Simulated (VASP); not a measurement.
# Na2ReP2 (I4/mmm) in VASP: notebook

The runs below take Na2ReP2 through relaxation of cell and atoms, single point, with PBE.

Program: VASP 6.6.1. These are calculated values, not measurements. Logs are shortened: lines on timing, memory, paths and dates and some standing lists are left out, and cuts for length are marked.

## 1. The cell of the first run

The structure is tetragonal, space group I4/mmm (No. 139). Conventional cell: a = 4.070 Å, b = 4.070 Å, c = 10.678 Å, α = 90.00°, β = 90.00°, γ = 90.00°. Within 3.2 Å of Na (site symmetry -4m2) lie 4 P at 2.43 Å and 4 Na at 2.88 Å. Within 4.2 Å of Re (site symmetry 4/mmm) lie 10 P at 3.18 to 3.99 Å and 8 Na at 3.36 Å and 4 Re at 4.07 Å. P (site symmetry 4mm) has 4 Na at 2.43 Å and 1 P at 2.69 Å and 4 Re at 3.18 Å within 3.2 Å.

## 2. Relaxation of cell and atoms, PBE

The input, INCAR:

```
SYSTEM = Na2ReP2
  PREC = Accurate
  ENCUT = 600
  EDIFF = 1E-7
  ISMEAR = 0
  SIGMA = 0.1
  LREAL = .FALSE.
  LASPH = .TRUE.
  NELM = 80
  ALGO = Normal
  ISIF = 3
  LWAVE = .FALSE.
  LCHARG = .FALSE.
  GGA = PE
  IBRION = 2
  NSW = 90
  EDIFFG = -0.04
```

The input, KPOINTS:

```
Automatic mesh
0
G
  6 6 6
  0 0 0
```

The input, POSCAR:

```
Na2ReP2
1.0
   -2.0348587735      2.0348587735      5.3389858908
    2.0348587735     -2.0348587735      5.3389858908
    2.0348587735      2.0348587735     -5.3389858908
Na Re P
2 1 2
Direct
    0.2500000000      0.7500000000      0.5000000000
    0.7500000000      0.2500000000      0.5000000000
    0.0000000000      0.0000000000      0.0000000000
    0.6260000000      0.6260000000      0.0000000000
    0.3740000000      0.3740000000      0.0000000000
```

Potentials or basis: VASP PAW PBE potentials, release 64 (Na_pv, Re, P).

The run is started by

```bash
cat potpaw_PBE.64/Na_pv/POTCAR potpaw_PBE.64/Re/POTCAR potpaw_PBE.64/P/POTCAR > POTCAR
mpirun -np 1 vasp_std > vasp.out
```

OUTCAR:

```text
SYSTEM = Na2ReP2
   PREC = Accurate
   ENCUT = 600
   EDIFF = 1E-7
   ISMEAR = 0
   LREAL = .FALSE.
   LASPH = .TRUE.
   NELM = 80
   ISIF = 3
   GGA = PE
   IBRION = 2
   NSW = 90
   EDIFFG = -0.04

 ion  position               nearest neighbor table
   1  0.250  0.750  0.500-   5 2.43   4 2.43   5 2.43   4 2.43
   2  0.750  0.250  0.500-   5 2.43   4 2.43   5 2.43   4 2.43
   3  0.000  0.000  0.000-   4 3.18   4 3.18   5 3.18   4 3.18   5 3.18   5 3.18   4 3.18   5 3.18

   4  0.626  0.626  0.000-   1 2.43   2 2.43   1 2.43   2 2.43   5 2.69   3 3.18   3 3.18   3 3.18
                             3 3.18
   5  0.374  0.374  0.000-   1 2.43   2 2.43   1 2.43   2 2.43   4 2.69   3 3.18   3 3.18   3 3.18
                             3 3.18

  LATTYP: Found a body centered tetragonal cell.
 ALAT       =     4.0697175470
 C/A-ratio  =     2.6237623762

  Lattice vectors:

 A1 = (  -2.0348587735,   2.0348587735,   5.3389858908)
 A2 = (   2.0348587735,  -2.0348587735,   5.3389858908)
 A3 = (   2.0348587735,   2.0348587735,  -5.3389858908)

Analysis of symmetry for initial positions (statically):
=====================================================================
 Subroutine PRICEL returns:
 Original cell was already a primitive cell.

 Routine SETGRP: Setting up the symmetry group for a
 body centered tetragonal supercell.

 Subroutine GETGRP returns: Found 16 space group operations
 (whereof 16 operations were pure point group operations)
 out of a pool of 16 trial point group operations.

The static configuration has the point symmetry D_4h.

Analysis of symmetry for dynamics (positions and initial velocities):
=====================================================================
 Subroutine PRICEL returns:
 Original cell was already a primitive cell.

 Routine SETGRP: Setting up the symmetry group for a
 body centered tetragonal supercell.

 Subroutine GETGRP returns: Found 16 space group operations
 (whereof 16 operations were pure point group operations)
 out of a pool of 16 trial point group operations.

The dynamic configuration has the point symmetry D_4h.

 Subroutine INISYM returns: Found 16 space group operations
 (whereof 16 operations are pure point group operations),
 and found     1 'primitive' translations

----------------------------------------------------------------------------------------

                                     Primitive cell

  volume of cell :      88.4275

  direct lattice vectors                    reciprocal lattice vectors
    -2.034858773  2.034858773  5.338985891     0.000000000  0.245717298  0.093650744
     2.034858773 -2.034858773  5.338985891     0.245717298  0.000000000  0.093650744
     2.034858773  2.034858773 -5.338985891     0.245717298  0.245717298  0.000000000

  length of vectors
     6.065152166  6.065152166  6.065152166     0.262959032  0.262959032  0.347496736

  position of ions in fractional coordinates (direct lattice)
     0.250000000  0.750000000  0.500000000
     0.750000000  0.250000000  0.500000000
     0.000000000  0.000000000  0.000000000
     0.626000000  0.626000000  0.000000000
     0.374000000  0.374000000  0.000000000

  ion indices of the primitive-cell ions
   primitive index   ion index
                 1           1
                 2           2
                 3           3
                 4           4
                 5           5

----------------------------------------------------------------------------------------

 KPOINTS: Automatic mesh

Automatic generation of k-mesh.
 Grid dimensions read from file:
 generate k-points for:    6    6    6

 Generating k-lattice:

  Cartesian coordinates                     Fractional coordinates (reciprocal lattice)
     0.000000000  0.040952883  0.015608457     0.166666667  0.000000000  0.000000000
     0.040952883  0.000000000  0.015608457     0.000000000  0.166666667  0.000000000
     0.040952883  0.040952883  0.000000000     0.000000000  0.000000000  0.166666667

  Length of vectors
     0.043826505  0.043826505  0.057916123

  Shift w.r.t. Gamma in fractional coordinates (k-lattice)
     0.000000000  0.000000000  0.000000000

 Subroutine IBZKPT returns following result:
 ===========================================

 Found     30 irreducible k-points:

 Following reciprocal coordinates:
            Coordinates               Weight
  0.000000  0.000000  0.000000      1.000000
  0.166667  0.000000  0.000000      8.000000
  0.333333  0.000000 -0.000000      8.000000
  0.500000  0.000000  0.000000      4.000000
  0.166667  0.166667  0.000000      8.000000
  0.333333  0.166667 -0.000000     16.000000
[... 16 lines left out ...]
 -0.333333 -0.333333  0.166667      8.000000
 -0.166667 -0.333333  0.166667      8.000000
 [... further k-points ...]
   k-points           NKPTS =     30   k-points in BZ     NKDIM =     30   number of bands    NBANDS=     19
   number of dos      NEDOS =    301   number of ions     NIONS =      5
   total plane-waves  NPLWV = 110592
   dimension x,y,z NGX =    48 NGY =   48 NGZ =   48
   dimension x,y,z NGXF=    96 NGYF=   96 NGZF=   96
   ions per type =               2   1   2
   NGX,Y,Z   is equivalent  to a cutoff of  13.16, 13.16, 13.16 a.u.
   NGXF,Y,Z  is equivalent  to a cutoff of  26.31, 26.31, 26.31 a.u.
 SYSTEM =  Na2ReP2
   PREC   = accura    normal or accurate (medium, high low for compatibility)
   ISTART =      0    job   : 0-new  1-cont  2-samecut
   ICHARG =      2    charge: 1-file 2-atom 10-const
   ISPIN  =      1    spin polarized calculation?
   LNONCOLLINEAR =      F non collinear calculations
   LSORBIT =      F    spin-orbit coupling
   LASPH  =      T    aspherical Exc in radial PAW
   ENCUT  =  600.0 eV  44.10 Ry    6.64 a.u.  12.11 12.11 12.11*2*pi/ulx,y,z
   NELM   =     80;   NELMIN=  2; NELMDL= -5     # of ELM steps
   EDIFF  = 0.1E-06   stopping-criterion for ELM
   LREAL  =      F    real-space projection
   EDIFFG = -.4E-01   stopping-criterion for IOM
   NSW    =     90    number of steps for IOM
   IBRION =      2    ionic relax: 0-MD 1-quasi-New 2-CG
   NFREE  =      1    steps in history (QN), initial steepest desc. (CG)
   ISIF   =      3    stress and relaxation
   ISYM   =      2    0-nonsym 1-usesym 2-fastsym
   POTIM  = 0.5000    time-step for ionic-motion
   TEBEG  =    0.0;   TEEND  =   0.0 temperature during run
   PSTRESS=    0.0 pullay stress
   NELECT =      31.0000    total number of electrons
   NUPDOWN=      -1.0000    fix difference up-down
   EMIN   =  10.00;   EMAX   =-10.00  energy-range for DOS
   EFERMI =   0.00;   METHOD = LEGACY
   ISMEAR =     0;   SIGMA  =   0.10  broadening in eV -4-tet -1-fermi 0-gaus
   EFERMI_NEDOS =   21; number of points for ismear=-14 and -15
   IALGO  =     38    algorithm
   IMIX   =      4    mixing-type and parameters
     AMIX     =   0.40;   BMIX     =  1.00
     AMIX_MAG =   1.60;   BMIX_MAG =  1.00
  volume/ion in A,a.u.               =      17.69       119.35
  Fermi-wavevector in a.u.,A,eV,Ry     =   1.154338  2.181382 18.129709  1.332496
  Thomas-Fermi vector in A             =   2.290975
   LORBIT       =      0    0 simple, 1 ext, 2 COOP (PROOUT), +10 PAW based schemes
   GGA     = PE    functional components
   LHFCALC =     F    Hartree Fock is set to
   AEXX    =    0.0000 exact exchange contribution
   IVDW    =     0    specifies the selected vdW correction
   LEPSILON=     F    determine dielectric tensor
   LRPA    =     F    only Hartree local field effects (RPA)
 conjugate gradient relaxation of ions
 non-spin polarized calculation
 Gauss-broadening in eV      SIGMA  =   0.10
  energy-cutoff  :      600.00
  volume of cell :       88.43
 maximum number of plane-waves:      2974
   NGX = 25   NGY = 25   NGZ = 25

--------------------------------------- Ionic step        1  -------------------------------------------

 number of electron      30.9999999 magnetization

 Free energy of the ion-electron system (eV)
  ---------------------------------------------------
  ext. energy  EPLUGINS =         0.00000000
  ---------------------------------------------------
  free energy    TOTEN  =       -18.69912973 eV

  energy without entropy =      -18.66877495  energy(sigma->0) =      -18.68395234

------------------------ aborting loop because EDIFF is reached ----------------------------------------

  FORCE on cell =-STRESS in cart. coord.  units (eV):
  Direction    XX          YY          ZZ          XY          YZ          ZX
  --------------------------------------------------------------------------------------
  -------------------------------------------------------------------------------------
  Total        0.2678516      0.2678516      1.4599453      0.0000000      0.0000000      0.0000000
  in kB        4.8530802      4.8530802     26.4520826      0.0000000      0.0000000      0.0000000
  external PRESSURE =      12.0527477 kB  Pullay stress =       0.0000000 kB
[... 98 lines left out ...]
  FREE ENERGIE OF THE ION-ELECTRON SYSTEM (eV)
  ---------------------------------------------------
  free  energy   TOTEN  =       -21.4368141910 eV

  energy  without entropy=      -21.4050845118  energy(sigma->0) =      -21.42094935

[... ionic steps 4 to 13 ...]

--------------------------------------- Ionic step       14  -------------------------------------------

 number of electron      31.0000015 magnetization

------------------------ aborting loop because EDIFF is reached ----------------------------------------
[... 73 lines left out ...]
--------------------------------------- Ionic step       16  -------------------------------------------

 number of electron      31.0000014 magnetization

 Free energy of the ion-electron system (eV)
  ---------------------------------------------------
  ext. energy  EPLUGINS =         0.00000000
  ---------------------------------------------------
  free energy    TOTEN  =       -23.31355733 eV

  energy without entropy =      -23.30033657  energy(sigma->0) =      -23.30694695

 E-fermi :   6.8870     XC(G=0): -10.7755

 val. band max:        6.8621874372   @ k =  -0.1667  -0.1667   0.1667
 cond. band min:       6.9841833475   @ k =   0.5000   0.5000   0.1667
 fundamental gap:      0.1219959103
 Fermi energy:         6.8869638228

 k-point     1 :       0.0000    0.0000    0.0000
  band No.  band energies     occupation
      1     -19.4620      2.00000
      2     -19.4620      2.00000
      3     -19.0550      2.00000
      4     -18.8017      2.00000
      5     -18.7815      2.00000
      6     -18.7815      2.00000
[... 505 lines left out ...]
      6     -18.8168      2.00000
[... 11 lines left out ...]
     18       8.3439      0.00000
     19       9.7691      0.00000

 [... further k-points ...]

------------------------ aborting loop because EDIFF is reached ----------------------------------------

  FORCE on cell =-STRESS in cart. coord.  units (eV):
  Direction    XX          YY          ZZ          XY          YZ          ZX
  --------------------------------------------------------------------------------------
  -------------------------------------------------------------------------------------
  Total       -0.1565025     -0.1565025      0.0550531      0.0000000      0.0000000      0.0000000
  in kB       -3.2062390     -3.2062390      1.1278626      0.0000000      0.0000000      0.0000000
  external PRESSURE =      -1.7615385 kB  Pullay stress =       0.0000000 kB
[... 20 lines left out ...]
  FREE ENERGIE OF THE ION-ELECTRON SYSTEM (eV)
  ---------------------------------------------------
  free  energy   TOTEN  =       -23.3135573323 eV

  energy  without entropy=      -23.3003365739  energy(sigma->0) =      -23.30694695

 reached required accuracy - stopping structural energy minimisation
```

Wall time 11 min (1 thread of Intel Xeon 6975P-C (Granite Rapids), shared host); peak memory 0.44 GiB.

Results:

| Item | Value |
| --- | --- |
| Free energy | -23.3136 eV |
| Relaxed volume | 15.64 Å³/atom |
| Relaxed cell | a = 7.150 Å, b = 7.150 Å, c = 7.150 Å, α = 152.42°, β = 152.42°, γ = 39.40° |
| Space group after relaxing (to 0.1 Å) | I4/mmm (No. 139) |
| Energy gained by relaxing | 922.9 meV/atom |
| Ionic steps | 16 |
| Pressure after relaxing | -0.2 GPa |
| Largest force after relaxing | 0.017 eV/Å |
| Band gap on the k mesh | zero (an odd number of electrons rules out a gap without spin polarisation) |

Forces in eV/Å, atoms in the order of the input:
```
Na   0.000  0.000  0.000
Na   0.000  0.000  0.000
Re   0.000  0.000  0.000
P    0.000  0.000  0.017
P    0.000  0.000 -0.017
```

Step by step:
| step | energy change (eV) | largest force (eV/Å) | pressure (GPa) | volume (Å³) |
| --- | --- | --- | --- | --- |
| 1 | 0.0000 | 5.7271 | 1.21 | 88.43 |
| 2 | -2.5603 | 2.6998 | -3.73 | 90.14 |
| 3 | -2.7377 | 2.1526 | -1.07 | 90.88 |
| 4 | -2.8010 | 0.4336 | -2.77 | 90.57 |
| 5 | -2.8075 | 0.0396 | -2.49 | 90.63 |
| 6 | -3.6390 | 1.4723 | -2.36 | 86.85 |
| 7 | -3.9320 | 3.7469 | 0.94 | 82.91 |
| 8 | -4.4280 | 1.3202 | -1.82 | 81.77 |
| 9 | -4.5790 | 0.4334 | -1.94 | 80.61 |
| 10 | -4.5899 | 0.3291 | -1.69 | 80.25 |
| 11 | -4.5907 | 0.3197 | -1.60 | 80.16 |
| 12 | -4.5911 | 0.3186 | -1.53 | 80.09 |
| 13 | -4.6021 | 0.2954 | -0.83 | 79.31 |
| 14 | -4.6107 | 0.2397 | 0.53 | 77.95 |
| 15 | -4.6139 | 0.1005 | 0.09 | 78.11 |
| 16 | -4.6144 | 0.0174 | -0.18 | 78.21 |

Final structure:
```
Na Re P
1.0
    -1.70430    1.70430    6.73104
     1.70430   -1.70430    6.73104
     1.70430    1.70430   -6.73104
Na Re P
2 1 2
Direct
  0.25000 0.75000 0.50000
  0.75000 0.25000 0.50000
  0.00000 0.00000 0.00000
  0.58637 0.58637 0.00000
  0.41363 0.41363 0.00000
```

Caveat: a cell axis changed by over 15 % at a fixed basis, so the end point is rough; spin-orbit coupling is left out, which moves the levels of the heavy elements.

## 3. Single point, PBE

This run uses another cell than the first one, of 15.59 Å³/atom.

The input, INCAR:

```
SYSTEM = Na2ReP2
PREC = Accurate
ENCUT = 520
EDIFF = 1E-7
ISMEAR = 0
SIGMA = 0.1
LREAL = .False.
LASPH = .True.
NELM = 100
ALGO = Normal
ISIF = 2
LWAVE = .False.
LCHARG = .True.
GGA = PE
LELF = .True.
LVHAR = .True.
NBANDS = 24
```

The input, KPOINTS:

```
Automatic mesh
0
Gamma
  16 16 16
  0 0 0
```

The input, POSCAR:

```
Na2ReP2
1.0
   -1.6951893575      1.6951893575      6.7811687086
    1.6951893575     -1.6951893575      6.7811687086
    1.6951893575      1.6951893575     -6.7811687086
Na Re P
2 1 2
Direct
    0.2500000000      0.7500000000      0.5000000000
    0.7500000000      0.2500000000      0.5000000000
    0.0000000000      0.0000000000      0.0000000000
    0.5869108629      0.5869108629      0.0000000000
    0.4130891371      0.4130891371      0.0000000000
```

Potentials or basis: VASP PAW PBE potentials, release 64 (Na_pv, Re, P).

The run is started by

```bash
cat potpaw_PBE.64/Na_pv/POTCAR potpaw_PBE.64/Re/POTCAR potpaw_PBE.64/P/POTCAR > POTCAR
mpirun -np 1 vasp_std > vasp.out
```

Wall time 25 min (1 thread of Intel Xeon 6975P-C (Granite Rapids), shared host); peak memory 0.86 GiB.

It converged, with:

- Free energy: -23.3374 eV
- Pressure: 0.0 GPa
- Largest force: 0.057 eV/Å
- Band gap on the k mesh: zero (an odd number of electrons rules out a gap without spin polarisation)

Forces in eV/Å, atoms in the order of the input:
```
Na   0.000  0.000  0.000
Na   0.000  0.000  0.000
Re   0.000  0.000  0.000
P    0.000  0.000 -0.057
P    0.000  0.000  0.057
```

Stress tensor (GPa, compression positive):
```
 0.17  0.00  0.00
 0.00  0.17  0.00
 0.00  0.00 -0.25
```

Levels at points of the mesh, in eV from the Fermi level:
```csv
k point,band 13,band 14,band 15,band 16,band 17,band 18,band 19,band 20
"(0.00, 0.00, 0.00)",-1.78,-1.78,-1.24,-0.80,0.23,1.49,2.75,3.31
"(0.50, 0.00, 0.00)",-2.65,-1.81,-1.08,0.30,0.90,1.76,2.48,3.53
"(0.50, 0.50, 0.00)",-4.51,-1.85,0.54,0.56,0.96,1.98,2.03,2.08
"(0.50, 0.50, 0.50)",-2.57,-1.78,-1.78,-1.24,-0.38,2.51,3.38,3.38
```

Caveat: spin-orbit coupling is left out, which moves the levels of the heavy elements.
